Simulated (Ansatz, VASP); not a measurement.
**MgIn2N2: VASP beside Ansatz**

Contents of INCAR:

```
SYSTEM = MgIn2N2
  PREC = Accurate
  ENCUT = 520
  EDIFF = 1E-6
  ISMEAR = 0
  SIGMA = 0.01
  LREAL = .FALSE.
  LASPH = .TRUE.
  NELM = 80
  ALGO = Normal
  ISIF = 2
  LWAVE = .FALSE.
  LCHARG = .FALSE.
  GGA = PE
  NBANDS = 27
```

The input KPOINTS:

```
regular mesh
0
G
  10 10 10
  0 0 0
```

Contents of POSCAR:

```
MgIn2N2
1.0
    1.6526086365      0.9541340411      7.6934971901
   -1.6526086365      0.9541340411      7.6934971901
    0.0000000000     -1.9082680822      7.6934971901
Mg In N
1 2 2
Direct
    0.0000000000      0.0000000000      0.0000000000
    0.4391451762      0.4391451762      0.4391451762
    0.5608548238      0.5608548238      0.5608548238
    0.2768625335      0.2768625335      0.2768625335
    0.7231374665      0.7231374665      0.7231374665
```

Input for Ansatz:

```yaml
crystal:
  lattice:
    - [1.6526086365, 0.9541340411, 7.6934971901]
    - [-1.6526086365, 0.9541340411, 7.6934971901]
    - [0.0, -1.9082680822, 7.6934971901]
  atoms:
    - { symbol: Mg, position: [0.0, 0.0, 0.0] }
    - { symbol: In, position: [0.4391451762, 0.4391451762, 0.4391451762] }
    - { symbol: In, position: [0.5608548238, 0.5608548238, 0.5608548238] }
    - { symbol: "N", position: [0.2768625335, 0.2768625335, 0.2768625335] }
    - { symbol: "N", position: [0.7231374665, 0.7231374665, 0.7231374665] }
kpoints:
  mp_grid: { grid: [10, 10, 10] }
  band_path:
    path:
      - [0.0, 0.0, 0.0]
      - [0.5, 0.5, 0.5]
      - [0.8230796495, 0.1769203505, 0.5]
      - [0.5, -0.1769203505, 0.1769203505]
      - [0.5, 0.0, 0.0]
      - [0.3384601753, -0.3384601753, 0.0]
      - [0.6615398247, 0.0, 0.3384601753]
      - [0.5, 0.0, 0.5]
      - [0.427083, -0.5, -0.427083]
    npoints: 1
hamiltonian:
  xc: pbe
scf:
  occupations: { method: fixed }
  n_extra_bands: 5
output:
  forces: true
  stress: true
  eigenvalues: true
```

Alike in both runs: task single point; functional PBE; k mesh 10 × 10 × 10; no spin polarisation.

```csv
,VASP,Ansatz
version,VASP 6.6.1,Ansatz 0.2.0
potentials or method,"VASP PAW PBE potentials, release 64 (Mg, In_d, N)","plane waves, PAW"
plane-wave cutoff (eV),520,420
occupations,"gaussian, width 0.01 eV",fixed
valence electrons in the cell,38,46
```

Ansatz gave:

- gap on the k mesh at the Fermi level (eV): 0.25
- pressure (GPa): 3.5
- traceless stress, the component that is largest in VASP (GPa): -0.05
- rms of the force components (eV/Å): 0.109

**Question.** Estimate VASP's values.

**Answer.** gap on the k mesh at the Fermi level (eV): 0.24; pressure (GPa): 3.4; traceless stress, the component that is largest in VASP (GPa): -0.12; rms of the force components (eV/Å): 0.121.

Atom by atom the forces differ by 0.014 eV/Å (rms over components). VASP's potentials hold 38 valence electrons a cell and Ansatz's 46, so a difference there can come from the potentials and not from the codes.
